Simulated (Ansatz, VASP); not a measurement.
# Two plane-wave programs on Ag

Contents of POSCAR:

```
Ag
1.0
    0.0000000000      1.9613760000      2.2065480000
    1.9613760000      0.0000000000      2.2065480000
    1.9613760000      1.9613760000      0.0000000000
Ag
1
Direct
    0.0000000000      0.0000000000      0.0000000000
```

The input INCAR.step1:

```
SYSTEM = Ag
PREC = Accurate
ENCUT = 520
ISMEAR = 0
SIGMA = 0.15
LREAL = .False.
LASPH = .True.
NELM = 80
NBANDS = 12
GGA = PE
ALGO = Normal
EDIFF = 1E-4
LWAVE = .True.
LCHARG = .False.
```

File INCAR.step2:

```
SYSTEM = Ag
PREC = Accurate
ENCUT = 520
EDIFF = 1E-6
ISMEAR = 0
SIGMA = 0.15
LREAL = .False.
LASPH = .True.
NELM = 80
ALGO = Normal
ISIF = 2
LWAVE = .False.
LCHARG = .True.
METAGGA = R2SCAN
LMIXTAU = .True.
LELF = .True.
LVHAR = .True.
NBANDS = 12
ISTART = 1
```

KPOINTS

```
Automatic mesh
0
Gamma
  20 20 20
  0 0 0
```

Input for Ansatz:

```yaml
crystal:
  lattice:
    - [0.0, 1.961376, 2.206548]
    - [1.961376, 0.0, 2.206548]
    - [1.961376, 1.961376, 0.0]
  atoms:
    - { symbol: Ag, position: [0.0, 0.0, 0.0] }
basis:
  ecutwfc: 500
kpoints:
  mp_grid: { grid: [20, 20, 20] }
hamiltonian:
  xc: r2scan
scf:
  occupations: { method: gaussian, width: 0.15 }
output:
  forces: true
  stress: true
  eigenvalues: true
```

Change from the starting cell: strain -0.040 along x and y, +0.080 along z, atoms carried along.

Alike in both runs: task single point; functional r2SCAN; k mesh 20 × 20 × 20; occupations gaussian, width 0.15 eV; no spin polarisation.

|  | VASP | Ansatz |
| --- | --- | --- |
| version | VASP 6.6.1 | Ansatz 0.2.0 |
| potentials or method | VASP PAW PBE potentials, release 64 (Ag), cutoff 520 eV | scalar-relativistic, plane waves, PAW |
| valence electrons in the cell | 11 | 19 |

|  | VASP | Ansatz | Ansatz less VASP |
| --- | --- | --- | --- |
| gap on the k mesh at the Fermi level (eV) | none | none | - |
| pressure (GPa) | 2.7 | 2.6 | -0.18 |
| traceless stress, the component that is largest in VASP (GPa) | -4.36 | -4.29 | +0.074 |

VASP's potentials were made for PBE, not for r2SCAN. A gap of «none» marks a metal or a gap that the smearing closes. VASP's potentials hold 11 valence electrons a cell and Ansatz's 19, so a difference there can come from the potentials and not from the codes.
